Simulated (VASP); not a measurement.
A run of VASP 6.6.1 is set up as follows.

INCAR

```
PREC = Accurate
ENCUT = 520
EDIFF = 1E-6
ISMEAR = -1
SIGMA = 0.05
LREAL = False
LASPH = True
NELM = 60
ALGO = Fast
ISIF = 2
LWAVE = False
LCHARG = False
GGA = PS
NBANDS = 34
LUSENCCL = False
```

KPOINTS

```
Automatic mesh
0
Gamma
  8 8 8
```

POSCAR

```
CuSn3
1.0
   -2.2399030000      2.2399030000      4.8707040000
    2.2399030000     -2.2399030000      4.8707040000
    2.2399030000      2.2399030000     -4.8707040000
Sn Cu
3 1
Direct
    0.5164740000      0.5066350000      0.0234660000
    0.2557510000      0.7440650000      0.4976130000
    0.7523960000      0.2453410000      0.4953410000
    0.0158090000     -0.0017010000      0.0089130000
```

Potentials or basis: VASP PAW PBE potentials, release 64 (Sn_d, Cu).

Run with:

```console
$ cat potpaw_PBE.64/Sn_d/POTCAR potpaw_PBE.64/Cu/POTCAR > POTCAR
$ mpirun -np 1 vasp_std > vasp.out
```

Question: Estimate the largest force.

Answer: 0.084 eV/Å.

Question: Predict the band gap on the k mesh.

Answer: Zero (an odd number of electrons rules out a gap without spin polarisation).

Question: What does it give for the pressure?

Answer: -4.1 GPa.

Forces in eV/Å, atoms in the order of the input:
```
Sn  -0.046 -0.052  0.047
Sn   0.036 -0.024 -0.028
Sn   0.009  0.047 -0.028
Cu   0.002  0.028  0.009
```

Caveat: the cell differs from its parent crystal (atoms moved at random); the cell stands under tension; the PAW data sets were made with another functional, which shifts forces and pressure a little; spin-orbit coupling is left out, which moves the levels of the heavy elements.
